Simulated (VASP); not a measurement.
# TaN (Fm-3m) in VASP: notebook

The runs below take TaN through single point, with PBEsol.

Everything below comes from runs of VASP 6.6.1. Logs are shortened: lines on timing, memory, paths and dates and some standing lists are left out, and cuts for length are marked.

### Step 1. The cell of the first run

It takes space group Fm-3m (No. 225, cubic). Conventional cell: a = 4.376 Å, b = 4.376 Å, c = 4.376 Å, α = 90.00°, β = 90.00°, γ = 90.00°. Ta (site symmetry m-3m) has 6 N at 2.19 Å within 2.9 Å. Within 2.9 Å of N (site symmetry m-3m) lie 6 Ta at 2.19 Å.

### Step 2. Single point, PBEsol

The input, INCAR:

```
PREC = Accurate
ENCUT = 700
EDIFF = 1E-6
ISMEAR = -1
SIGMA = 0.05
LREAL = F
LASPH = T
NELM = 120
ALGO = Normal
ISIF = 2
LWAVE = F
LCHARG = F
GGA = PS
NBANDS = 16
GGA_COMPAT = F
```

The input, KPOINTS:

```
Automatic mesh
0
Gamma
  12 12 12
```

The input, POSCAR:

```
TaN
1.0
    0.0000000000      2.1878425969      2.1878425969
    2.1878425969      0.0000000000      2.1878425969
    2.1878425969      2.1878425969      0.0000000000
Ta N
1 1
Direct
    0.5000000000      0.5000000000      0.5000000000
    0.0000000000      0.0000000000      0.0000000000
```

Potentials or basis: VASP PAW PBE potentials, release 64 (Ta_sv_GW, N).

The run is started by

```bash
> cat potpaw_PBE.64/Ta_sv_GW/POTCAR potpaw_PBE.64/N/POTCAR > POTCAR
> mpirun -np 1 vasp_std > vasp.out
```

OUTCAR:

```text
PREC = Accurate
   ENCUT = 700
   EDIFF = 1E-6
   ISMEAR = -1
   LREAL = F
   LASPH = T
   NELM = 120
   ISIF = 2
   GGA = PS

 ion  position               nearest neighbor table
   1  0.500  0.500  0.500-   2 2.19   2 2.19   2 2.19   2 2.19   2 2.19   2 2.19
   2  0.000  0.000  0.000-   1 2.19   1 2.19   1 2.19   1 2.19   1 2.19   1 2.19

  LATTYP: Found a face centered cubic cell.
 ALAT       =     4.3756851938

  Lattice vectors:

 A1 = (   0.0000000000,   2.1878425969,   2.1878425969)
 A2 = (   2.1878425969,   0.0000000000,   2.1878425969)
 A3 = (   2.1878425969,   2.1878425969,   0.0000000000)

Analysis of symmetry for initial positions (statically):
=====================================================================
 Subroutine PRICEL returns:
 Original cell was already a primitive cell.

 Routine SETGRP: Setting up the symmetry group for a
 face centered cubic supercell.

 Subroutine GETGRP returns: Found 48 space group operations
 (whereof 48 operations were pure point group operations)
 out of a pool of 48 trial point group operations.

The static configuration has the point symmetry O_h .

Analysis of symmetry for dynamics (positions and initial velocities):
=====================================================================
 Subroutine PRICEL returns:
 Original cell was already a primitive cell.

 Routine SETGRP: Setting up the symmetry group for a
 face centered cubic supercell.

 Subroutine GETGRP returns: Found 48 space group operations
 (whereof 48 operations were pure point group operations)
 out of a pool of 48 trial point group operations.

The dynamic configuration has the point symmetry O_h .

 Subroutine INISYM returns: Found 48 space group operations
 (whereof 48 operations are pure point group operations),
 and found     1 'primitive' translations

----------------------------------------------------------------------------------------

                                     Primitive cell

  volume of cell :      20.9449

  direct lattice vectors                    reciprocal lattice vectors
     0.000000000  2.187842597  2.187842597    -0.228535636  0.228535636  0.228535636
     2.187842597  0.000000000  2.187842597     0.228535636 -0.228535636  0.228535636
     2.187842597  2.187842597  0.000000000     0.228535636  0.228535636 -0.228535636

  length of vectors
     3.094076673  3.094076673  3.094076673     0.395835333  0.395835333  0.395835333

  position of ions in fractional coordinates (direct lattice)
     0.500000000  0.500000000  0.500000000
     0.000000000  0.000000000  0.000000000

  ion indices of the primitive-cell ions
   primitive index   ion index
                 1           1
                 2           2

----------------------------------------------------------------------------------------

 KPOINTS: Automatic mesh

Automatic generation of k-mesh.
 Grid dimensions read from file:
 generate k-points for:   12   12   12

 Generating k-lattice:

  Cartesian coordinates                     Fractional coordinates (reciprocal lattice)
    -0.019044636  0.019044636  0.019044636     0.083333333  0.000000000  0.000000000
     0.019044636 -0.019044636  0.019044636     0.000000000  0.083333333  0.000000000
     0.019044636  0.019044636 -0.019044636     0.000000000  0.000000000  0.083333333

  Length of vectors
     0.032986278  0.032986278  0.032986278

  Shift w.r.t. Gamma in fractional coordinates (k-lattice)
     0.000000000  0.000000000  0.000000000

 Subroutine IBZKPT returns following result:
 ===========================================

 Found     72 irreducible k-points:

 Following reciprocal coordinates:
            Coordinates               Weight
  0.000000  0.000000  0.000000      1.000000
  0.083333  0.000000  0.000000      8.000000
  0.166667  0.000000  0.000000      8.000000
  0.250000  0.000000  0.000000      8.000000
  0.333333  0.000000  0.000000      8.000000
  0.416667  0.000000  0.000000      8.000000
[... 16 lines left out ...]
  0.500000  0.166667  0.000000     24.000000
 -0.416667  0.166667  0.000000     24.000000
 [... further k-points ...]
   k-points           NKPTS =     72   k-points in BZ     NKDIM =     72   number of bands    NBANDS=     16
   number of dos      NEDOS =    301   number of ions     NIONS =      2
   total plane-waves  NPLWV =  21952
   dimension x,y,z NGX =    28 NGY =   28 NGZ =   28
   dimension x,y,z NGXF=    56 NGYF=   56 NGZF=   56
   ions per type =               1   1
   NGX,Y,Z   is equivalent  to a cutoff of  15.04, 15.04, 15.04 a.u.
   NGXF,Y,Z  is equivalent  to a cutoff of  30.09, 30.09, 30.09 a.u.
 SYSTEM =  unknown system
   PREC   = accura    normal or accurate (medium, high low for compatibility)
   ISTART =      0    job   : 0-new  1-cont  2-samecut
   ICHARG =      2    charge: 1-file 2-atom 10-const
   ISPIN  =      1    spin polarized calculation?
   LNONCOLLINEAR =      F non collinear calculations
   LSORBIT =      F    spin-orbit coupling
   LASPH  =      T    aspherical Exc in radial PAW
   ENCUT  =  700.0 eV  51.45 Ry    7.17 a.u.   6.67  6.67  6.67*2*pi/ulx,y,z
   NELM   =    120;   NELMIN=  2; NELMDL= -5     # of ELM steps
   EDIFF  = 0.1E-05   stopping-criterion for ELM
   LREAL  =      F    real-space projection
   EDIFFG = 0.1E-04   stopping-criterion for IOM
   NSW    =      0    number of steps for IOM
   IBRION =     -1    ionic relax: 0-MD 1-quasi-New 2-CG
   NFREE  =      0    steps in history (QN), initial steepest desc. (CG)
   ISIF   =      2    stress and relaxation
   ISYM   =      2    0-nonsym 1-usesym 2-fastsym
   POTIM  = 0.5000    time-step for ionic-motion
   TEBEG  =    0.0;   TEEND  =   0.0 temperature during run
   PSTRESS=    0.0 pullay stress
   NELECT =      18.0000    total number of electrons
   NUPDOWN=      -1.0000    fix difference up-down
   EMIN   =  10.00;   EMAX   =-10.00  energy-range for DOS
   EFERMI =   0.00;   METHOD = LEGACY
   ISMEAR =    -1;   SIGMA  =   0.05  broadening in eV -4-tet -1-fermi 0-gaus
   EFERMI_NEDOS =   21; number of points for ismear=-14 and -15
   IALGO  =     38    algorithm
   IMIX   =      4    mixing-type and parameters
     AMIX     =   0.40;   BMIX     =  1.00
     AMIX_MAG =   1.60;   BMIX_MAG =  1.00
  volume/ion in A,a.u.               =      10.47        70.67
  Fermi-wavevector in a.u.,A,eV,Ry     =   1.556466  2.941294 32.961282  2.422586
  Thomas-Fermi vector in A             =   2.660258
   LORBIT       =      0    0 simple, 1 ext, 2 COOP (PROOUT), +10 PAW based schemes
   GGA     = PS    functional components
   LHFCALC =     F    Hartree Fock is set to
   AEXX    =    0.0000 exact exchange contribution
   IVDW    =     0    specifies the selected vdW correction
   LEPSILON=     F    determine dielectric tensor
   LRPA    =     F    only Hartree local field effects (RPA)
 non-spin polarized calculation
  energy-cutoff  :      700.00
  volume of cell :       20.94
 maximum number of plane-waves:       903
   NGX = 13   NGY = 13   NGZ = 13

 number of electron      18.0000000 magnetization

 Free energy of the ion-electron system (eV)
  ---------------------------------------------------
  ext. energy  EPLUGINS =         0.00000000
  ---------------------------------------------------
  free energy    TOTEN  =       -25.76238921 eV

  energy without entropy =      -25.75326694  energy(sigma->0) =      -25.75782808

 E-fermi :  13.8312     XC(G=0): -14.0473

 val. band max:       13.8083752163   @ k =   0.2500   0.0833   0.0000
 cond. band min:      13.8396566607   @ k =  -0.2500   0.4167   0.1667
 fundamental gap:      0.0312814444
 Fermi energy:        13.8311562065

 k-point     1 :       0.0000    0.0000    0.0000
  band No.  band energies     occupation
      1     -55.5993      2.00000
      2     -21.7764      2.00000
      3     -21.7764      2.00000
      4     -21.7764      2.00000
      5      -5.0391      2.00000
      6      10.0355      2.00000
[... 8 lines left out ...]
     15      23.0139      0.00000
     16      38.3106      0.00000

 k-point     2 :       0.0833    0.0000    0.0000
  band No.  band energies     occupation
      1     -55.5953      2.00000
      2     -21.8425      2.00000
      3     -21.7823      2.00000
      4     -21.7823      2.00000
      5      -4.8653      2.00000
      6       9.1924      2.00000
[... 8 lines left out ...]
     15      23.5372      0.00000
     16      35.9632      0.00000

 k-point     3 :       0.1667    0.0000    0.0000
  band No.  band energies     occupation
      1     -55.5842      2.00000
      2     -22.0189      2.00000
      3     -21.7985      2.00000
      4     -21.7985      2.00000
      5      -4.3771      2.00000
      6       7.6823      2.00000
[... 8 lines left out ...]
     15      24.8897      0.00000
     16      33.0045      0.00000

 k-point     4 :       0.2500    0.0000    0.0000
  band No.  band energies     occupation
      1     -55.5690      2.00000
      2     -22.2511      2.00000
      3     -21.8204      2.00000
      4     -21.8204      2.00000
      5      -3.6655      2.00000
      6       6.1368      2.00000
[... 8 lines left out ...]
     15      26.1686      0.00000
     16      31.1957      0.00000

 k-point     5 :       0.3333    0.0000    0.0000
  band No.  band energies     occupation
      1     -55.5537      2.00000
      2     -22.4739      2.00000
      3     -21.8422      2.00000
      4     -21.8422      2.00000
      5      -2.8660      2.00000
      6       4.7680      2.00000
[... 8 lines left out ...]
     15      25.9683      0.00000
     16      28.9271      0.00000

 k-point     6 :       0.4167    0.0000    0.0000
  band No.  band energies     occupation
      1     -55.5425      2.00000
      2     -22.6318      2.00000
      3     -21.8580      2.00000
      4     -21.8580      2.00000
      5      -2.1747      2.00000
      6       3.7542      2.00000
[... 8 lines left out ...]
     15      25.6734      0.00000
     16      26.8211      0.00000
[... 267 lines left out ...]
 k-point    21 :       0.3333    0.1667    0.0000
  band No.  band energies     occupation
      1     -55.5538      2.00000
      2     -22.3309      2.00000
      3     -21.9127      2.00000
      4     -21.9097      2.00000
      5      -3.3385      2.00000
      6       5.3382      2.00000
[... 8 lines left out ...]
     15      26.6053      0.00000
     16      29.0750      0.00000

 k-point    22 :       0.4167    0.1667    0.0000
  band No.  band energies     occupation
      1     -55.5413      2.00000
      2     -22.4905      2.00000
      3     -21.9528      2.00000
      4     -21.9243      2.00000
      5      -2.8174      2.00000
      6       4.7789      2.00000
[... 8 lines left out ...]
     15      24.9695      0.00000
     16      27.8208      0.00000

 k-point    23 :       0.5000    0.1667    0.0000
  band No.  band energies     occupation
      1     -55.5335      2.00000
      2     -22.5852      2.00000
      3     -21.9964      2.00000
      4     -21.9185      2.00000
      5      -2.4259      2.00000
      6       4.3133      2.00000
[... 8 lines left out ...]
     15      24.2667      0.00000
     16      27.0659      0.00000

 k-point    24 :      -0.4167    0.1667    0.0000
  band No.  band energies     occupation
      1     -55.5324      2.00000
      2     -22.5949      2.00000
      3     -22.0270      2.00000
      4     -21.8969      2.00000
      5      -2.2962      2.00000
      6       4.1166      2.00000
[... 8 lines left out ...]
     15      24.6004      0.00000
     16      26.6896      0.00000

 [... further k-points ...]
[... 5 lines left out ...]
  --------------------------------------------------------------------------------------
  -------------------------------------------------------------------------------------
  Total        0.0044423      0.0044423      0.0044423      0.0000000     -0.0000000      0.0000000
  in kB        0.3398121      0.3398121      0.3398121      0.0000000     -0.0000000      0.0000000
  external PRESSURE =       0.3398121 kB  Pullay stress =       0.0000000 kB

 VOLUME and BASIS-vectors are now :
 -----------------------------------------------------------------------------
  energy-cutoff  :      700.00
  volume of cell :       20.94
      direct lattice vectors                 reciprocal lattice vectors
     0.000000000  2.187842597  2.187842597    -0.228535636  0.228535636  0.228535636
     2.187842597  0.000000000  2.187842597     0.228535636 -0.228535636  0.228535636
     2.187842597  2.187842597  0.000000000     0.228535636  0.228535636 -0.228535636

 POSITION                                       TOTAL-FORCE (eV/Angst)
 -----------------------------------------------------------------------------------
      2.18784      2.18784      2.18784         0.000000      0.000000     -0.000000
      0.00000      0.00000      0.00000        -0.000000     -0.000000      0.000000
 -----------------------------------------------------------------------------------
    total drift:                                0.000000      0.000000      0.000000

  FREE ENERGIE OF THE ION-ELECTRON SYSTEM (eV)
  ---------------------------------------------------
  free  energy   TOTEN  =       -25.7623892116 eV

  energy  without entropy=      -25.7532669407  energy(sigma->0) =      -25.75782808
```

It took 19 s on 1 thread of Intel Xeon 6975P-C (Granite Rapids), shared host; peak memory 0.19 GiB.

What came out:

| Property | Result |
| --- | --- |
| Free energy | -25.7624 eV |
| Pressure | 0.0 GPa |
| Band gap on the k mesh | zero (bands 9 and 10 overlap by 4.13 eV) |

Levels at points of the mesh, in eV from the Fermi level:
```csv
k point,band 6,band 7,band 8,band 9,band 10,band 11,band 12,band 13
"(0.00, 0.00, 0.00)",-3.80,-3.80,-3.80,-2.12,-2.12,-2.12,0.08,0.08
"(0.50, 0.00, 0.00)",-10.47,-7.65,-7.65,2.01,2.01,2.10,3.86,7.77
"(0.50, 0.50, 0.00)",-6.61,-5.55,-4.60,-4.60,2.20,3.71,3.71,4.77
```

Caveat: the PAW data sets were made with another functional, which shifts forces and pressure a little; spin-orbit coupling is left out, which moves the levels of the heavy elements.

### Step 3. Single point, PBEsol

The input, INCAR:

```
SYSTEM = TaN
ALGO = Normal ; EDIFF = 1E-6
ENCUT = 700 ; GGA = PS
GGA_COMPAT = .False. ; ISIF = 2
ISMEAR = -1 ; LASPH = .True.
LCHARG = .False. ; LREAL = .False.
LWAVE = .False. ; NBANDS = 16
NELM = 120 ; PREC = Accurate
SIGMA = 0.025
```

The input, KPOINTS:

```
k-points
0
Gamma
  12 12 12
  0 0 0
```

The input, POSCAR:

```
TaN
1.0
    0.0000000000      2.1877779521      2.1877779521
    2.1877779521      0.0000000000      2.1877779521
    2.1877779521      2.1877779521      0.0000000000
Ta N
1 1
Direct
    0.5000000000      0.5000000000      0.5000000000
    0.0000000000      0.0000000000      0.0000000000
```

Potentials or basis: VASP PAW PBE potentials, release 64 (Ta_sv_GW, N).

The run is started by

```bash
> cat potpaw_PBE.64/Ta_sv_GW/POTCAR potpaw_PBE.64/N/POTCAR > POTCAR
> mpirun -np 1 vasp_std > vasp.out
```

Run time: 31 s. Hardware: 1 thread of AMD EPYC 7R43 (Zen 3), shared host; peak memory 0.16 GiB.

Results (log left out):

```yaml
Free_energy: -25.7587 eV
Pressure: 0.0 GPa
Band_gap_on_the_k_mesh: zero (bands 9 and 10 overlap by 4.13 eV)
```

Levels at points of the mesh, in eV from the Fermi level:
| k point | band 5 | band 6 | band 7 | band 8 | band 9 | band 10 | band 11 | band 12 | band 13 | band 14 |
| --- | --- | --- | --- | --- | --- | --- | --- | --- | --- | --- |
| (0.00, 0.00, 0.00) | -18.86 | -3.78 | -3.78 | -3.78 | -2.11 | -2.11 | -2.11 | 0.10 | 0.10 | 1.72 |
| (0.50, 0.00, 0.00) | -15.70 | -10.46 | -7.64 | -7.64 | 2.02 | 2.02 | 2.11 | 3.88 | 7.78 | 7.78 |
| (0.50, 0.50, 0.00) | -17.59 | -6.60 | -5.54 | -4.59 | -4.59 | 2.21 | 3.72 | 3.72 | 4.79 | 6.96 |

Caveat: the PAW data sets were made with another functional, which shifts forces and pressure a little; spin-orbit coupling is left out, which moves the levels of the heavy elements.

The gap in the log of VASP goes by the Fermi energy; the results here count the filled bands.